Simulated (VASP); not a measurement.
A run of VASP 6.6.1:

File INCAR:

```
PREC = Accurate
ENCUT = 520
EDIFF = 1E-6
ISMEAR = 0
SIGMA = 0.1
LREAL = False
LASPH = True
NELM = 100
ALGO = Normal
ISIF = 2
LWAVE = False
LCHARG = False
LDIPOL = True
IDIPOL = 3
DIPOL = 0.5 0.5 0.357
GGA = PE
NBANDS = 33
```

The input KPOINTS:

```
Automatic mesh
0
Gamma
  8 8 1
```

File POSCAR:

```
Ta4S
1.0
    3.3189671341      0.0000000000      0.0000000000
    0.0000000000      3.3189671341      0.0000000000
    0.0000000000      0.0000000000     20.2996559613
Ta S
4 1
Direct
    0.5000000000      0.5000000000      0.1970476745
    0.0000000000      0.0000000000      0.2787970189
    0.5000000000      0.5000000000      0.3599139055
    0.0000000000      0.0000000000      0.4334879359
    0.2500000000      0.3750000000      0.5164277287
```

Potentials or basis: VASP PAW PBE potentials, release 64 (Ta_pv, S).

Run with:

```sh
$ cat potpaw_PBE.64/Ta_pv/POTCAR potpaw_PBE.64/S/POTCAR > POTCAR
$ mpirun -np 1 vasp_std > vasp.out
```

Hardware: 1 thread of Intel(R) Xeon(R) 6975P-C (Granite Rapids), with other jobs on the host.

**Question.** How long does it take, and how much memory?

**Answer.** It took 5.2 min on 1 thread of Intel(R) Xeon(R) 6975P-C (Granite Rapids) (shared host), peak memory 0.45 GiB. Counts: scf iterations 28, k points 34.
